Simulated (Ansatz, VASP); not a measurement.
**Two plane-wave programs on BaTiO3**

Contents of POSCAR:

```
BaTiO3
1.0
    4.0340374856      0.0000000000      0.0000000000
    0.0000000000      4.0340374856      0.0000000000
    0.0000000000      0.0000000000      4.0340374856
Ba Ti O
1 1 3
Direct
    0.0000000000      0.0000000000      0.0000000000
    0.5000000000      0.5000000000      0.5000000000
    0.5000000000      0.5000000000      0.0000000000
    0.5000000000      0.0000000000      0.5000000000
    0.0000000000      0.5000000000      0.5000000000
```

Contents of INCAR.step1:

```
SYSTEM = BaTiO3
PREC = Accurate
ENCUT = 520
EDIFF = 1E-5
ISMEAR = 0
SIGMA = 0.01
LREAL = .FALSE.
LASPH = .TRUE.
NELM = 100
ALGO = Normal
ISIF = 2
LWAVE = .TRUE.
LCHARG = .FALSE.
GGA = PE
NBANDS = 28
```

File INCAR.step2:

```
SYSTEM = BaTiO3
PREC = Accurate
ENCUT = 520
EDIFF = 1E-7
ISMEAR = 0
SIGMA = 0.01
LREAL = .FALSE.
LASPH = .TRUE.
NELM = 100
ALGO = Normal
ISIF = 2
LWAVE = .FALSE.
LCHARG = .FALSE.
GGA = PE
LHFCALC = .TRUE.
HFSCREEN = 0.2079
PRECFOCK = Fast
ISTART = 1
NBANDS = 28
```

Contents of KPOINTS:

```
Automatic mesh
0
G
  4 4 4
  0 0 0
```

Input for Ansatz:

```yaml
crystal:
  lattice:
    - [4.0340374856, 0.0, 0.0]
    - [0.0, 4.0340374856, 0.0]
    - [0.0, 0.0, 4.0340374856]
  atoms:
    - { symbol: Ba, position: [0.0, 0.0, 0.0] }
    - { symbol: Ti, position: [0.5, 0.5, 0.5] }
    - { symbol: O, position: [0.5, 0.5, 0.0] }
    - { symbol: O, position: [0.5, 0.0, 0.5] }
    - { symbol: O, position: [0.0, 0.5, 0.5] }
kpoints:
  mp_grid: { grid: [4, 4, 4] }
  band_path:
    path: [[0.0, 0.0, 0.0], [0.0, 0.5, 0.0], [0.5, 0.5, 0.0], [0.5, 0.5, 0.5]]
    npoints: 1
hamiltonian:
  xc: hse06
scf:
  occupations: { method: fixed }
  n_extra_bands: 5
output:
  forces: true
  stress: true
  eigenvalues: true
```

Change from the starting cell: hydrostatic strain +1.0%.

Alike in both runs: task single point; functional HSE06; k mesh 4 × 4 × 4; no spin polarisation.

|  | VASP | Ansatz |
| --- | --- | --- |
| version | VASP 6.6.1 | Ansatz 0.2.0 |
| potentials or method | VASP PAW PBE potentials, release 64 (Ba_sv, Ti_sv, O) | plane waves, PAW |
| plane-wave cutoff (eV) | 520 | 420 |
| occupations | gaussian, width 0.01 eV | fixed |
| valence electrons in the cell | 40 | 40 |

Ansatz gave:

* gap on the k mesh at the Fermi level (eV): 3.12
* pressure (GPa): -7.2

Task: Which values does VASP return?

Result: gap on the k mesh at the Fermi level (eV): 3.06; pressure (GPa): -5.7.

Ansatz's warnings: stress exchange threshold loose, stress scf threshold loose.

Spin-orbit coupling is off throughout.
